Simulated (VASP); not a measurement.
The system is NdBi2S3.

```
Nd Bi S
1.0
     4.92027    0.00000    0.00000
    -2.46013    4.26108    0.00000
     0.00000    0.00000    6.76942
Nd Bi S
1 2 3
Cartesian
  0.0000 0.0000 0.0000
  0.0000 2.8407 2.5119
  2.4601 1.4204 4.2575
  0.0000 2.8407 5.7530
  2.4601 1.4204 1.0164
  0.0000 0.0000 3.3847
```

The cell was generated, and may not be a known phase.

| Property | Result |
| --- | --- |
| Program | VASP 6.6.1 |
| Task | relaxation of cell and atoms |
| Functional | PBE |
| Potentials or basis | VASP PAW PBE potentials, release 64 (Nd_3, Bi_d, S), 4f in core |
| Cutoff | 500 eV |
| k mesh | 6 × 6 × 6 |
| Occupations | gaussian, width 0.1 eV |
| Spin | no spin polarisation |

At the start: pressure -0.2 GPa; volume 23.65 Å³/atom.

Question: Where does the relaxation end?

Answer: Over 37 steps the energy falls by 53.1 meV/atom and the volume is 26.92 Å³/atom (+13.8 %); space group P-3m1 (No. 164, to 0.1 Å) before and after.

Step by step:
```
step  energy change (eV)  largest force (eV/Å)  pressure (GPa)  volume (Å³)
   1              0.0000                0.0885           -0.22       141.93
   2             -0.0022                0.0978            0.15       141.27
   3             -0.0026                0.1049            0.40       140.84
   4             -0.0040                0.0962            0.38       140.91
   5             -0.0077                0.0689            0.33       141.13
   6             -0.0121                0.0693            0.26       141.57
   7             -0.0073                0.1989            0.23       142.40
   8             -0.0125                0.1045            0.23       141.78
   9             -0.0154                0.0915           -0.07       142.62
  10             -0.0188                0.1054           -0.77       144.65
  11             -0.0197                0.1078           -0.78       144.74
  12             -0.0224                0.1155           -0.80       145.02
  13             -0.0287                0.1307           -0.84       145.58
  14             -0.0435                0.1618           -0.89       146.66
  15             -0.0808                0.2204           -0.94       148.71
  16             -0.1521                0.3086           -0.99       152.40
  17             -0.1521                0.4653           -0.96       158.17
  18             -0.1783                0.3777           -1.00       154.84
  19             -0.1816                0.3962           -0.99       155.63
  20             -0.1992                0.3969           -0.11       155.33
  21             -0.1993                0.3977           -0.05       155.31
  22             -0.2135                0.3838            0.08       155.19
  23             -0.2492                0.3143            0.51       154.83
  24             -0.2727                0.1385            1.53       154.12
  25             -0.2744                0.1097            1.27       154.28
  26             -0.2858                0.0902            0.72       155.85
  27             -0.2920                0.1027           -0.11       158.41
  28             -0.2921                0.1009           -0.04       158.19
  29             -0.2951                0.0953           -0.03       158.40
  30             -0.3030                0.0785            0.01       159.00
  31             -0.3137                0.0443            0.08       160.16
  32             -0.3091                0.2025            0.26       162.35
  33             -0.3164                0.0960            0.15       160.98
  34             -0.3176                0.0258           -0.27       162.14
  35             -0.3177                0.0406           -0.19       161.89
  36             -0.3187                0.0114           -0.04       161.59
  37             -0.3187                0.0085           -0.01       161.54
```

Final structure:
```cif
data_structure
_symmetry_space_group_name_H-M 'P 1'
_symmetry_Int_Tables_number 1
_cell_length_a 4.5128
_cell_length_b 4.5128
_cell_length_c 9.1591
_cell_angle_alpha 90.000
_cell_angle_beta 90.000
_cell_angle_gamma 120.000
_cell_volume 161.54
loop_
_atom_site_label
_atom_site_type_symbol
_atom_site_fract_x
_atom_site_fract_y
_atom_site_fract_z
_atom_site_occupancy
Nd1 Nd 0.00000 0.00000 0.00000 1
Bi1 Bi 0.33333 0.66667 0.37375 1
Bi2 Bi 0.66667 0.33333 0.62625 1
S1 S 0.33333 0.66667 0.85223 1
S2 S 0.66667 0.33333 0.14777 1
S3 S 0.00000 0.00000 0.50000 1
```

Caveat: a cell axis changed by over 15 % at a fixed basis, so the end point is rough; an odd number of electrons without spin polarisation forces a metal; a magnetic or distorted state may lie lower; the run has no spin polarisation, though such a crystal can be magnetic.
